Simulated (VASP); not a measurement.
The system is C.

```
C
1.0
     3.37220   -4.27856    0.00000
     3.37220    4.27856    0.00000
     0.00000    0.00000    2.51902
C
12
Cartesian
  1.9900 0.4120 1.8893
  1.9900 -0.4120 0.6298
  1.9816 -2.4735 1.8893
  3.3722 -1.9350 1.8893
  3.3722 1.0381 1.8893
  3.3722 1.9350 0.6298
  4.7628 2.4735 0.6298
  3.3722 -1.0381 0.6298
  4.7544 -0.4120 0.6298
  1.9816 2.4735 0.6298
  4.7628 -2.4735 1.8893
  4.7544 0.4120 1.8893
```

```yaml
Program: VASP 6.6.1
Task: relaxation of cell and atoms
Functional: PBE
Potentials_or_basis: VASP PAW PBE potentials, release 64 (C)
Cutoff: 600 eV
k_mesh: 4 × 4 × 6
Occupations: gaussian, width 0.1 eV
Spin: no spin polarisation
```

At the start: pressure 30.5 GPa; volume 6.06 Å³/atom.

Problem. Where does the relaxation end?

Solution. Over 14 steps the energy falls by 88.8 meV/atom and the volume is 6.55 Å³/atom (+8.2 %); space group Cmcm (No. 63, to 0.05 Å).

Step by step:
```csv
step,energy change (eV),largest force (eV/Å),pressure (GPa),volume (Å³)
1,0.0000,1.6420,30.46,72.69
2,0.4521,3.3232,-27.56,85.37
3,-0.7447,1.0364,0.02,77.98
4,-0.7456,0.9779,0.79,77.82
5,-0.8687,0.9053,-3.85,79.31
6,-0.8753,0.8292,-3.09,79.03
7,-0.9866,0.5791,-0.70,78.87
8,-0.9889,0.6666,-0.28,78.84
9,-1.0478,0.4348,0.38,78.64
10,-1.0479,0.4252,0.35,78.65
11,-1.0639,0.1394,-0.57,78.71
12,-1.0648,0.0990,-0.41,78.70
13,-1.0649,0.1272,0.22,78.56
14,-1.0654,0.0172,-0.09,78.63
```

Final structure:
```
CELL_PARAMETERS angstrom
3.59664 -4.33201 0.00000
3.59664 4.33201 0.00000
0.00000 0.00000 2.52322
ATOMIC_POSITIONS crystal
C 0.26023 0.36053 0.75000
C 0.36053 0.26023 0.25000
C 0.58503 0.00029 0.75000
C 0.73656 0.26344 0.75000
C 0.36661 0.63339 0.75000
C 0.26344 0.73656 0.25000
C 0.41497 0.99971 0.25000
C 0.63339 0.36661 0.25000
C 0.73977 0.63947 0.25000
C 0.00029 0.58503 0.25000
C 0.99971 0.41497 0.75000
C 0.63947 0.73977 0.75000
```
